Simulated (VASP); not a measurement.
The system is Ti.

```
Ti
1.0
     0.00000    2.87802    2.87802
     2.87802    0.00000    2.87802
     2.87802    2.87802    0.00000
Ti
2
Direct
  0.12500 0.12500 0.12500
  0.87500 0.87500 0.87500
```

```yaml
Program: VASP 6.6.1
Task: relaxation of cell and atoms
Functional: r2SCAN
Potentials_or_basis: VASP PAW PBE potentials, release 64 (Ti_sv)
Cutoff: 600 eV
k_mesh: 10 × 10 × 10
Occupations: fermi-dirac, width 0.1 eV
Spin: no spin polarisation
```

At the start: pressure -2.5 GPa; volume 23.84 Å³/atom.

Problem. How do energy, volume and symmetry change on relaxing?

Solution. Over 4 steps the energy falls by 16.8 meV/atom and the volume is 21.83 Å³/atom (-8.4 %); space group Fd-3m (No. 227, to 0.05 Å).

The path:
```csv
step,energy change (eV),largest force (eV/Å),pressure (GPa),volume (Å³)
1,0.0000,0.0000,-2.53,47.68
2,-0.0289,0.0000,-1.04,45.13
3,-0.0336,0.0000,-0.07,43.77
4,-0.0337,0.0000,0.00,43.67
```

Final structure:
```
Ti
1.0
     0.00000    2.79499    2.79499
     2.79499    0.00000    2.79499
     2.79499    2.79499    0.00000
Ti
2
Direct
  0.12500 0.12500 0.12500
  0.87500 0.87500 0.87500
```

Caveat: the PAW data sets were made with another functional, which shifts forces and pressure a little.
